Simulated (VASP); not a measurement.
Write the native input for VASP 6.6.1 that does the following.

* Task: single point
* Functional: PBEsol
* Potentials or basis: VASP PAW PBE potentials, release 64 (Sn_d)
* Cutoff: 520 eV
* k mesh: 13 × 13 × 5
* Occupations: gaussian, width 0.15 eV
* Spin: no spin polarisation
* Dipole correction: no
* Further INCAR settings: ALGO = Fast; EDIFF = 1e-06; NBANDS = 66

The structure of Sn lies in POSCAR:

```
Sn
1.0
   -3.2707792874     -3.2707792874      0.0000000000
    3.2707792874     -3.2707792874      0.0000000000
    0.0000000000      0.0000000000     13.0831171497
Sn
8
Direct
    0.0000000000      0.0000000000      0.2500000000
    0.5000000000      0.5000000000      0.5000000000
    0.0000000000      0.0000000000      0.7500000000
    0.5000000000      0.5000000000      0.0000000000
    0.5000000000      0.0000000000      0.3750000000
    0.0000000000      0.5000000000      0.6250000000
    0.5000000000      0.0000000000      0.8750000000
    0.0000000000      0.5000000000      0.1250000000
```

This isn't the form of Sn at room conditions, which is tetragonal (white tin).

The input as run:

INCAR

```
  ALGO = Fast
  EDIFF = 1E-6
  ENCUT = 520
  GGA = PS
  ISIF = 2
  ISMEAR = 0
  KPAR = 4
  LASPH = True
  LCHARG = False
  LREAL = False
  LWAVE = False
  NBANDS = 66
  NELM = 80
  PREC = Accurate
  SIGMA = 0.15
```

KPOINTS

```
k-points
0
Gamma
  13 13 5
```

Potentials or basis: VASP PAW PBE potentials, release 64 (Sn_d).

Launch:

```bash
$ cat potpaw_PBE.64/Sn_d/POTCAR > POTCAR
$ mpirun -np 4 vasp_std > vasp.out
```

Results of the run:

The pressure is -0.1 GPa. The band gap on the k mesh is zero (bands 56 and 57 overlap by 0.13 eV).

Caveat: the PAW data sets were made with another functional, which shifts forces and pressure a little; spin-orbit coupling is left out, which moves the levels of the heavy elements.

Wall time 14 min on 4 MPI ranks on AMD EPYC 9755 128-Core Processor, with other jobs on the host, peak memory 1 GiB a rank.
